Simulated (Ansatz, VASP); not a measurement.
CrO2 in VASP and in Ansatz

```
CELL_PARAMETERS angstrom
4.42100 0.00000 0.00000
0.00000 4.42100 0.00000
0.00000 0.00000 2.91700
ATOMIC_POSITIONS crystal
Cr 0.00000 0.00000 0.00000
Cr 0.50000 0.50000 0.50000
O 0.30100 0.30100 0.00000
O 0.19900 0.80100 0.50000
O 0.69900 0.69900 0.00000
O 0.80100 0.19900 0.50000
```

Alike in both runs: task single point; functional PBE; k mesh 4 × 4 × 6; occupations gaussian, width 0.1 eV; collinear spin; Hubbard terms Cr d U = 5.7 eV.

|  | VASP | Ansatz |
| --- | --- | --- |
| version | VASP 6.6.1 | Ansatz 0.2.0 |
| potentials or method | VASP PAW PBE potentials, release 64 (Cr_pv, O), cutoff 600 eV | scalar-relativistic, plane waves, PAW |
| valence electrons in the cell | 48 | 52 |

Ansatz gave:

| Quantity | Value |
| --- | --- |
| gap on the k mesh at the Fermi level (eV) | none |
| pressure (GPa) | 16.0 |
| traceless stress, the component that is largest in VASP (GPa) | 2.26 |
| rms of the force components (eV/Å) | 0.069 |
| net moment per atom (μB) | 0.67 |
| size of the moment on the site where the two differ most (μB) | 2.15 |

**Question.** What did VASP give for the same quantities?

**Answer.** gap on the k mesh at the Fermi level (eV): none; pressure (GPa): 16.1; traceless stress, the component that is largest in VASP (GPa): 3.81; rms of the force components (eV/Å): 0.085; net moment per atom (μB): 0.67; size of the moment on the site where the two differ most (μB): 2.50.

Site moments also hang on the region over which each program counts them. The programs project onto different local orbitals, so the same U acts differently, and such runs can settle in different states. Atom by atom the forces differ by 0.154 eV/Å (rms over components). A gap of «none» marks a metal or a gap that the smearing closes. VASP's potentials hold 48 valence electrons a cell and Ansatz's 52, so a difference there can come from the potentials and not from the codes. Ansatz's warnings: filled band counts differ across k points.
